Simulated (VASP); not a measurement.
Wanted: the native input for a VASP 6.6.1 run.

```
Task                   : single point
Functional             : r2SCAN
Potentials or basis    : VASP PAW PBE potentials, release 64 (Pt)
Cutoff                 : 520 eV
k mesh                 : 22 × 22 × 11
Occupations            : fermi-dirac, width 0.05 eV
Spin                   : collinear spin
Starting moments       : [1.0, 1.0] μB
Dipole correction      : no
Further INCAR settings : ALGO = Normal; EDIFF = 1e-06; NBANDS = 21
```

Pt:

```
Pt
1.0
     2.83856    0.00000    0.00000
    -1.41928    2.45827    0.00000
     0.00000    0.00000    4.94681
Pt
2
Direct
  0.33333 0.66667 0.25000
  0.66667 0.33333 0.75000
```

This isn't the form of Pt at room conditions, which is fcc.

These files were run (other wordings do the same):

POSCAR

```
Pt
1.0
    2.8385645450      0.0000000000      0.0000000000
   -1.4192822725      2.4582690063      0.0000000000
    0.0000000000      0.0000000000      4.9468080423
Pt
2
Direct
    0.3333333333      0.6666666667      0.2500000000
    0.6666666667      0.3333333333      0.7500000000
```

INCAR.step1

```
SYSTEM = Pt
ALGO = Normal ; EDIFF = 1E-4
ENCUT = 520 ; GGA = PE
ISMEAR = -1 ; ISPIN = 2
LASPH = .TRUE. ; LCHARG = .FALSE.
LMAXMIX = 4 ; LREAL = .FALSE.
LWAVE = .TRUE. ; MAGMOM = 1 1
NBANDS = 21 ; NELM = 150
PREC = Accurate ; SIGMA = 0.05
```

INCAR.step2

```
SYSTEM = Pt
ALGO = Normal ; EDIFF = 1E-6
ENCUT = 520 ; ISIF = 2
ISMEAR = -1 ; ISPIN = 2
ISTART = 1 ; LASPH = .TRUE.
LCHARG = .TRUE. ; LELF = .TRUE.
LMAXMIX = 4 ; LMIXTAU = .TRUE.
LORBIT = 11 ; LREAL = .FALSE.
LVHAR = .TRUE. ; LWAVE = .FALSE.
MAGMOM = 1 1 ; METAGGA = R2SCAN
NBANDS = 21 ; NELM = 150
PREC = Accurate ; SIGMA = 0.05
```

KPOINTS

```
k-points
0
G
  22 22 11
  0 0 0
```

Potentials or basis: VASP PAW PBE potentials, release 64 (Pt).

Run with:

```bash
$ cat potpaw_PBE.64/Pt/POTCAR > POTCAR
$ cp INCAR.step1 INCAR
$ mpirun -np 1 vasp_std > vasp.out
$ cp INCAR.step2 INCAR
$ mpirun -np 1 vasp_std > vasp.out
```

It gave:

```json
{
  "Pressure": "-21.8 GPa",
  "Band gap on the k mesh": "zero (filled and empty bands overlap)",
  "Net moment": "0.00 μB per cell",
  "Valence electrons inside the program's atomic spheres": "Pt 9.01"
}
```

Caveat: the cell stands under tension; the PAW data sets were made with another functional, which shifts forces and pressure a little; spin-orbit coupling is left out, which moves the levels of the heavy elements.

Wall time 56 min on 1 thread of Oxide Virtual Turin-like Processor, on a shared host, peak memory 0.39 GiB.
